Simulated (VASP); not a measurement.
Runs of VASP 6.6.1 on CuI3. The structure is that of space group Pm-3m (No. 221), or close to it. The cells are those of the table. 

| cell | gap on the mesh (eV) | pressure (GPa) | moment (μB) |
| --- | --- | --- | --- |
| a = 5.590 Å, 4 atoms | none | -1.5 | 0.00 |
| a = 5.363 Å, 4 atoms | none | (b) | 0.00 |
| a = 5.465 Å, 4 atoms | none | (a) | 0.00 |
| a = 5.641 Å, 4 atoms | none | -1.9 | 0.00 |
| a = 5.428 Å, 4 atoms | none | 0.3 | 0.00 |
| a = 5.391 Å, 4 atoms | none | 0.8 | 0.00 |

Alike in all rows: task single point; level PBE+U; potentials or basis VASP PAW PBE potentials, release 64 (Cu, I); spin collinear, zero start; Cu d U = 4.0 eV; k mesh 6 × 6 × 6; cutoff (eV) 520; smearing gaussian 0.05 eV.

Task: Fill in the values left out.

Result: (a) -0.2; (b) 1.3.

Caveats: spin-orbit coupling is left out, which moves the levels of the heavy elements.

A k mesh can miss the band edges, and the runs leave out spin-orbit coupling on I.

A gap of «none» marks levels without a gap at the run's occupations.
